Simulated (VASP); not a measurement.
# BPd4 (Im-3m) in VASP: a series of runs

BPd4 is run at these levels: PBE; tasks: single point, relaxation of cell and atoms.

Program: VASP 6.6.1. These are calculated values, not measurements. Logs are shortened: lines on timing, memory, paths and dates and some standing lists are left out, and cuts for length are marked.

### Step 1. The cell of the first run

It takes space group Im-3m (No. 229, cubic). The conventional cell has a = 5.082 Å, b = 5.082 Å, c = 5.082 Å, α = 90.00°, β = 90.00°, γ = 90.00°. B (site symmetry m-3m) has 8 Pd at 2.20 Å within 2.9 Å. Within 2.9 Å of Pd (site symmetry -3m) lie 2 B at 2.20 Å and 6 Pd at 2.54 Å.

### Step 2. Single point, PBE

INCAR reads:

```
SYSTEM = BPd4
ALGO = Normal
EDIFF = 1E-7
ENCUT = 520
GGA = PE
ISIF = 2
ISMEAR = 0
LASPH = .TRUE.
LCHARG = .FALSE.
LREAL = .FALSE.
LWAVE = .FALSE.
NBANDS = 30
NELM = 100
PREC = Accurate
SIGMA = 0.1
```

KPOINTS reads:

```
k-points
0
G
  6 6 6
  0 0 0
```

POSCAR reads:

```
BPd4
1.0
   -2.5408907300      2.5408907300      2.5408907300
    2.5408907300     -2.5408907300      2.5408907300
    2.5408907300      2.5408907300     -2.5408907300
B Pd
1 4
Direct
    0.0000000000      0.0000000000      0.0000000000
    0.0000000000      0.0000000000      0.5000000000
    0.0000000000      0.5000000000      0.0000000000
    0.5000000000      0.0000000000      0.0000000000
    0.5000000000      0.5000000000      0.5000000000
```

Potentials or basis: VASP PAW PBE potentials, release 64 (B, Pd).

On the command line:

```bash
$ cat potpaw_PBE.64/B/POTCAR potpaw_PBE.64/Pd/POTCAR > POTCAR
$ mpirun -np 1 vasp_std > vasp.out
```

OUTCAR:

```text
SYSTEM = BPd4
   EDIFF = 1E-7
   ENCUT = 520
   GGA = PE
   ISIF = 2
   ISMEAR = 0
   LASPH = .TRUE.
   LREAL = .FALSE.
   NELM = 100
   PREC = Accurate

 ion  position               nearest neighbor table
   1  0.000  0.000  0.000-   2 2.20   3 2.20   4 2.20   5 2.20   2 2.20   3 2.20   4 2.20   5 2.20

   2  0.000  0.000  0.500-   1 2.20   1 2.20   4 2.54   5 2.54   3 2.54   3 2.54   4 2.54   5 2.54

   3  0.000  0.500  0.000-   1 2.20   1 2.20   4 2.54   5 2.54   2 2.54   2 2.54   5 2.54   4 2.54

   4  0.500  0.000  0.000-   1 2.20   1 2.20   3 2.54   5 2.54   5 2.54   2 2.54   2 2.54   3 2.54

   5  0.500  0.500  0.500-   1 2.20   1 2.20   3 2.54   4 2.54   4 2.54   3 2.54   2 2.54   2 2.54

  LATTYP: Found a body centered cubic cell.
 ALAT       =     5.0817814600

  Lattice vectors:

 A1 = (  -2.5408907300,   2.5408907300,   2.5408907300)
 A2 = (   2.5408907300,  -2.5408907300,   2.5408907300)
 A3 = (   2.5408907300,   2.5408907300,  -2.5408907300)

Analysis of symmetry for initial positions (statically):
=====================================================================
 Subroutine PRICEL returns:
 Original cell was already a primitive cell.

 Routine SETGRP: Setting up the symmetry group for a
 body centered cubic supercell.

 Subroutine GETGRP returns: Found 48 space group operations
 (whereof 48 operations were pure point group operations)
 out of a pool of 48 trial point group operations.

The static configuration has the point symmetry O_h .

Analysis of symmetry for dynamics (positions and initial velocities):
=====================================================================
 Subroutine PRICEL returns:
 Original cell was already a primitive cell.

 Routine SETGRP: Setting up the symmetry group for a
 body centered cubic supercell.

 Subroutine GETGRP returns: Found 48 space group operations
 (whereof 48 operations were pure point group operations)
 out of a pool of 48 trial point group operations.

The dynamic configuration has the point symmetry O_h .

 Subroutine INISYM returns: Found 48 space group operations
 (whereof 48 operations are pure point group operations),
 and found     1 'primitive' translations

----------------------------------------------------------------------------------------

                                     Primitive cell

  volume of cell :      65.6172

  direct lattice vectors                    reciprocal lattice vectors
    -2.540890730  2.540890730  2.540890730     0.000000000  0.196781386  0.196781386
     2.540890730 -2.540890730  2.540890730     0.196781386  0.000000000  0.196781386
     2.540890730  2.540890730 -2.540890730     0.196781386  0.196781386  0.000000000

  length of vectors
     4.400951841  4.400951841  4.400951841     0.278290905  0.278290905  0.278290905

  position of ions in fractional coordinates (direct lattice)
     0.000000000  0.000000000  0.000000000
     0.000000000  0.000000000  0.500000000
     0.000000000  0.500000000  0.000000000
     0.500000000  0.000000000  0.000000000
     0.500000000  0.500000000  0.500000000

  ion indices of the primitive-cell ions
   primitive index   ion index
                 1           1
                 2           2
                 3           3
                 4           4
                 5           5

----------------------------------------------------------------------------------------

 KPOINTS: k-points

Automatic generation of k-mesh.
 Grid dimensions read from file:
 generate k-points for:    6    6    6

 Generating k-lattice:

  Cartesian coordinates                     Fractional coordinates (reciprocal lattice)
     0.000000000  0.032796898  0.032796898     0.166666667  0.000000000  0.000000000
     0.032796898  0.000000000  0.032796898     0.000000000  0.166666667  0.000000000
     0.032796898  0.032796898  0.000000000     0.000000000  0.000000000  0.166666667

  Length of vectors
     0.046381818  0.046381818  0.046381818

  Shift w.r.t. Gamma in fractional coordinates (k-lattice)
     0.000000000  0.000000000  0.000000000

 Subroutine IBZKPT returns following result:
 ===========================================

 Found     16 irreducible k-points:

 Following reciprocal coordinates:
            Coordinates               Weight
  0.000000  0.000000  0.000000      1.000000
  0.166667  0.000000  0.000000     12.000000
  0.333333  0.000000  0.000000     12.000000
  0.500000  0.000000  0.000000      6.000000
  0.166667  0.166667  0.000000     24.000000
  0.333333  0.166667 -0.000000     48.000000
[... 8 lines left out ...]
  0.500000  0.500000  0.333333     12.000000
  0.500000  0.500000  0.500000      1.000000
   k-points           NKPTS =     16   k-points in BZ     NKDIM =     16   number of bands    NBANDS=     30
   number of dos      NEDOS =    301   number of ions     NIONS =      5
   total plane-waves  NPLWV =  46656
   dimension x,y,z NGX =    36 NGY =   36 NGZ =   36
   dimension x,y,z NGXF=    72 NGYF=   72 NGZF=   72
   ions per type =               1   4
   NGX,Y,Z   is equivalent  to a cutoff of  13.60, 13.60, 13.60 a.u.
   NGXF,Y,Z  is equivalent  to a cutoff of  27.20, 27.20, 27.20 a.u.
 SYSTEM =  BPd4
   PREC   = accura    normal or accurate (medium, high low for compatibility)
   ISTART =      0    job   : 0-new  1-cont  2-samecut
   ICHARG =      2    charge: 1-file 2-atom 10-const
   ISPIN  =      1    spin polarized calculation?
   LNONCOLLINEAR =      F non collinear calculations
   LSORBIT =      F    spin-orbit coupling
   LASPH  =      T    aspherical Exc in radial PAW
   ENCUT  =  520.0 eV  38.22 Ry    6.18 a.u.   8.18  8.18  8.18*2*pi/ulx,y,z
   NELM   =    100;   NELMIN=  2; NELMDL= -5     # of ELM steps
   EDIFF  = 0.1E-06   stopping-criterion for ELM
   LREAL  =      F    real-space projection
   EDIFFG = 0.1E-05   stopping-criterion for IOM
   NSW    =      0    number of steps for IOM
   IBRION =     -1    ionic relax: 0-MD 1-quasi-New 2-CG
   NFREE  =      0    steps in history (QN), initial steepest desc. (CG)
   ISIF   =      2    stress and relaxation
   ISYM   =      2    0-nonsym 1-usesym 2-fastsym
   POTIM  = 0.5000    time-step for ionic-motion
   TEBEG  =    0.0;   TEEND  =   0.0 temperature during run
   PSTRESS=    0.0 pullay stress
   NELECT =      43.0000    total number of electrons
   NUPDOWN=      -1.0000    fix difference up-down
   EMIN   =  10.00;   EMAX   =-10.00  energy-range for DOS
   EFERMI =   0.00;   METHOD = LEGACY
   ISMEAR =     0;   SIGMA  =   0.10  broadening in eV -4-tet -1-fermi 0-gaus
   EFERMI_NEDOS =   21; number of points for ismear=-14 and -15
   IALGO  =     38    algorithm
   IMIX   =      4    mixing-type and parameters
     AMIX     =   0.40;   BMIX     =  1.00
     AMIX_MAG =   1.60;   BMIX_MAG =  1.00
  volume/ion in A,a.u.               =      13.12        88.56
  Fermi-wavevector in a.u.,A,eV,Ry     =   1.421974  2.687141 27.511118  2.022010
  Thomas-Fermi vector in A             =   2.542727
   LORBIT       =      0    0 simple, 1 ext, 2 COOP (PROOUT), +10 PAW based schemes
   GGA     = PE    functional components
   LHFCALC =     F    Hartree Fock is set to
   AEXX    =    0.0000 exact exchange contribution
   IVDW    =     0    specifies the selected vdW correction
   LEPSILON=     F    determine dielectric tensor
   LRPA    =     F    only Hartree local field effects (RPA)
 non-spin polarized calculation
 Gauss-broadening in eV      SIGMA  =   0.10
  energy-cutoff  :      520.00
  volume of cell :       65.62
 maximum number of plane-waves:      1830
 NGX is ok and might be reduce to    36
   NGX = 17   NGY = 17   NGZ = 17

 number of electron      43.0000004 magnetization

 Free energy of the ion-electron system (eV)
  ---------------------------------------------------
  ext. energy  EPLUGINS =         0.00000000
  ---------------------------------------------------
  free energy    TOTEN  =       -26.37533083 eV

  energy without entropy =      -26.36834063  energy(sigma->0) =      -26.37183573

 E-fermi :   9.7324     XC(G=0): -12.9674

 val. band max:        9.7174786065   @ k =   0.1667   0.1667   0.0000
 cond. band min:       9.8632236364   @ k =   0.1667   0.1667   0.1667
 fundamental gap:      0.1457450298
 Fermi energy:         9.7324428235

 k-point     1 :       0.0000    0.0000    0.0000
  band No.  band energies     occupation
      1      -0.7970      2.00000
      2       3.5343      2.00000
      3       3.8340      2.00000
      4       3.8340      2.00000
      5       4.3267      2.00000
      6       4.3267      2.00000
[... 22 lines left out ...]
     29      21.2890      0.00000
     30      21.2890      0.00000

 k-point     2 :       0.1667    0.0000    0.0000
  band No.  band energies     occupation
      1      -0.5093      2.00000
      2       3.8237      2.00000
      3       3.9937      2.00000
      4       4.0236      2.00000
      5       4.5091      2.00000
      6       4.5607      2.00000
[... 22 lines left out ...]
     29      21.0592      0.00000
     30      21.1242      0.00000

 k-point     3 :       0.3333    0.0000    0.0000
  band No.  band energies     occupation
      1       0.2355      2.00000
      2       3.9439      2.00000
      3       4.4140      2.00000
      4       4.5720      2.00000
      5       4.7498      2.00000
      6       5.0363      2.00000
[... 22 lines left out ...]
     29      20.3747      0.00000
     30      20.7050      0.00000

 k-point     4 :       0.5000    0.0000    0.0000
  band No.  band energies     occupation
      1       0.8063      2.00000
      2       3.3209      2.00000
      3       4.7515      2.00000
      4       4.7529      2.00000
      5       4.8492      2.00000
      6       5.2286      2.00000
[... 352 lines left out ...]
     29      18.5442      0.00000
     30      20.8227      0.00000

 k-point    15 :       0.5000    0.5000    0.3333
  band No.  band energies     occupation
      1       1.8575      2.00000
      2       2.9233      2.00000
      3       3.1517      2.00000
      4       4.0181      2.00000
      5       4.8036      2.00000
      6       4.8298      2.00000
[... 22 lines left out ...]
     29      19.4788      0.00000
     30      20.9791      0.00000

 k-point    16 :       0.5000    0.5000    0.5000
  band No.  band energies     occupation
      1       2.7984      2.00000
      2       2.7984      2.00000
      3       2.7984      2.00000
      4       3.1378      2.00000
      5       4.7461      2.00000
      6       4.7461      2.00000
[... 22 lines left out ...]
     29      20.2751      0.00000
     30      20.2751      0.00000

------------------------ aborting loop because EDIFF is reached ----------------------------------------

  FORCE on cell =-STRESS in cart. coord.  units (eV):
  Direction    XX          YY          ZZ          XY          YZ          ZX
  --------------------------------------------------------------------------------------
  -------------------------------------------------------------------------------------
  Total       11.3752184     11.3752184     11.3752184      0.0000000      0.0000000     -0.0000000
  in kB      277.7489135    277.7489135    277.7489135      0.0000000      0.0000000     -0.0000000
  external PRESSURE =     277.7489135 kB  Pullay stress =       0.0000000 kB

 VOLUME and BASIS-vectors are now :
 -----------------------------------------------------------------------------
  energy-cutoff  :      520.00
  volume of cell :       65.62
      direct lattice vectors                 reciprocal lattice vectors
    -2.540890730  2.540890730  2.540890730     0.000000000  0.196781386  0.196781386
     2.540890730 -2.540890730  2.540890730     0.196781386  0.000000000  0.196781386
     2.540890730  2.540890730 -2.540890730     0.196781386  0.196781386  0.000000000

 POSITION                                       TOTAL-FORCE (eV/Angst)
 -----------------------------------------------------------------------------------
      0.00000      0.00000      0.00000        -0.000000     -0.000000      0.000000
      1.27045      1.27045     -1.27045         0.000000     -0.000000      0.000000
      1.27045     -1.27045      1.27045        -0.000000      0.000000     -0.000000
     -1.27045      1.27045      1.27045         0.000000      0.000000     -0.000000
      1.27045      1.27045      1.27045        -0.000000     -0.000000      0.000000
 -----------------------------------------------------------------------------------
    total drift:                                0.000000     -0.000000      0.000000

  FREE ENERGIE OF THE ION-ELECTRON SYSTEM (eV)
  ---------------------------------------------------
  free  energy   TOTEN  =       -26.3753308310 eV

  energy  without entropy=      -26.3683406282  energy(sigma->0) =      -26.37183573
```

It took 33 s on 1 thread of Intel Xeon Platinum 8259CL at 2.50GHz (Skylake/Cascade Lake), shared host; peak memory 0.2 GiB.

What came out:

| Item | Value |
| --- | --- |
| Free energy | -26.3753 eV |
| Pressure | 27.8 GPa |

Levels at points of the mesh, in eV from the Fermi level:
```
           k point  band 19  band 20  band 21  band 22  band 23  band 24
(0.00, 0.00, 0.00)    -0.42    -0.42    -0.42     0.92     0.92     0.92
(0.50, 0.00, 0.00)    -1.25    -1.23    -1.17    -1.03     1.64     3.32
(0.50, 0.50, 0.50)    -0.19    -0.13    -0.13     1.04     1.04     3.61
```

### Step 3. Single point, PBE

This run uses another cell than the first one, of 14.92 Å³/atom, 1.137 times its volume.

INCAR reads:

```
SYSTEM = BPd4
ALGO = Normal
EDIFF = 1E-7
ENCUT = 520
GGA = PE
ISIF = 2
ISMEAR = 0
LASPH = .True.
LCHARG = .False.
LREAL = .False.
LWAVE = .False.
NBANDS = 30
NELM = 100
PREC = Accurate
SIGMA = 0.1
```

KPOINTS reads:

```
k-points
0
Gamma
  6 6 6
  0 0 0
```

POSCAR, as its differences from that of step 2:

```diff
@@ -2,5 +2,5 @@
 1.0
-   -2.5408907300      2.5408907300      2.5408907300
-    2.5408907300     -2.5408907300      2.5408907300
-    2.5408907300      2.5408907300     -2.5408907300
+   -2.6516277220      2.6516277220      2.6516277220
+    2.6516277220     -2.6516277220      2.6516277220
+    2.6516277220      2.6516277220     -2.6516277220
 B Pd
```

Potentials or basis: VASP PAW PBE potentials, release 64 (B, Pd).

On the command line:

```bash
$ cat potpaw_PBE.64/B/POTCAR potpaw_PBE.64/Pd/POTCAR > POTCAR
$ mpirun -np 1 vasp_std > vasp.out
```

It took 33 s on 1 thread of Intel Xeon Platinum 8259CL at 2.50GHz (Skylake/Cascade Lake), shared host; peak memory 0.21 GiB.

Results (log left out):

| Item | Value |
| --- | --- |
| Free energy | -27.0501 eV |
| Pressure | -0.4 GPa |

Levels at points of the mesh, in eV from the Fermi level:
```tsv
k point	band 19	band 20	band 21	band 22	band 23	band 24
(0.00, 0.00, 0.00)	-0.38	-0.38	-0.38	0.70	0.70	0.70
(0.50, 0.00, 0.00)	-1.05	-1.03	-0.97	-0.86	1.58	2.87
(0.50, 0.50, 0.50)	-0.15	0.29	0.29	0.79	0.79	3.08
```

(Part 1 of 2 ends here.)
